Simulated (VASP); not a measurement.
Crystal: AlN.

```xyz
4
Lattice="1.4985 -4.2876 0.0000 1.4985 4.2876 0.0000 0.0000 0.0000 3.3096" Properties=species:S:1:pos:R:3 pbc="T T T"
Al    1.4985    0.9702    2.4822
Al    1.4985   -0.9702    0.8274
N     1.4985   -3.0571    0.8274
N     1.4985    3.0571    2.4822
```

```yaml
Program: VASP 6.6.1
Task: relaxation of cell and atoms
Functional: PBEsol
Potentials_or_basis: VASP PAW PBE potentials, release 64 (Al, N)
Cutoff: 600 eV
k_mesh: 8 × 8 × 6
Occupations: fermi-dirac, width 0.03 eV
Spin: no spin polarisation
```

At the start: pressure -29.4 GPa; volume 10.63 Å³/atom.

Task: Where does the relaxation end?

Result: Over 22 steps the energy falls by 795.7 meV/atom and the volume is 10.10 Å³/atom (-5.0 %); space group Cmcm (No. 63, to 0.1 Å) before and after.

Step by step:
| step | energy change (eV) | largest force (eV/Å) | pressure (GPa) | volume (Å³) |
| --- | --- | --- | --- | --- |
| 1 | 0.0000 | 3.6782 | -29.44 | 42.53 |
| 2 | -1.9659 | 1.4537 | 29.84 | 31.53 |
| 3 | -2.0456 | 1.3637 | 14.70 | 32.93 |
| 4 | -2.6393 | 1.4366 | 19.01 | 33.30 |
| 5 | -2.6451 | 1.2909 | 18.27 | 33.29 |
| 6 | -2.9378 | 1.0647 | -8.02 | 38.00 |
| 7 | -2.9410 | 1.0805 | -5.92 | 37.49 |
| 8 | -3.0994 | 0.5008 | 0.88 | 37.68 |
| 9 | -3.1087 | 0.5527 | 3.27 | 37.72 |
| 10 | -3.1547 | 0.4092 | 0.22 | 38.86 |
| 11 | -3.1651 | 0.3048 | -1.57 | 39.69 |
| 12 | -3.1784 | 0.1687 | 1.43 | 40.03 |
| 13 | -3.1805 | 0.0489 | 0.60 | 39.94 |
| 14 | -3.1821 | 0.0408 | 0.01 | 40.22 |
| 15 | -3.1821 | 0.0633 | -0.14 | 40.29 |
| 16 | -3.1824 | 0.0264 | 0.18 | 40.32 |
| 17 | -3.1825 | 0.0342 | 0.11 | 40.31 |
| 18 | -3.1826 | 0.0262 | 0.00 | 40.36 |
| 19 | -3.1826 | 0.0248 | 0.01 | 40.36 |
| 20 | -3.1826 | 0.0119 | 0.02 | 40.38 |
| 21 | -3.1827 | 0.0023 | 0.03 | 40.39 |
| 22 | -3.1827 | 0.0050 | 0.03 | 40.41 |

Final structure:
```
CELL_PARAMETERS angstrom
1.37267 -5.32966 0.00000
1.37267 5.32966 0.00000
0.00000 0.00000 2.76212
ATOMIC_POSITIONS crystal
Al 0.34428 0.65572 0.75000
Al 0.65572 0.34428 0.25000
N 0.85103 0.14897 0.25000
N 0.14897 0.85103 0.75000
```

Caveat: a cell axis changed by over 15 % at a fixed basis, so the end point is rough; the PAW data sets were made with another functional, which shifts forces and pressure a little.
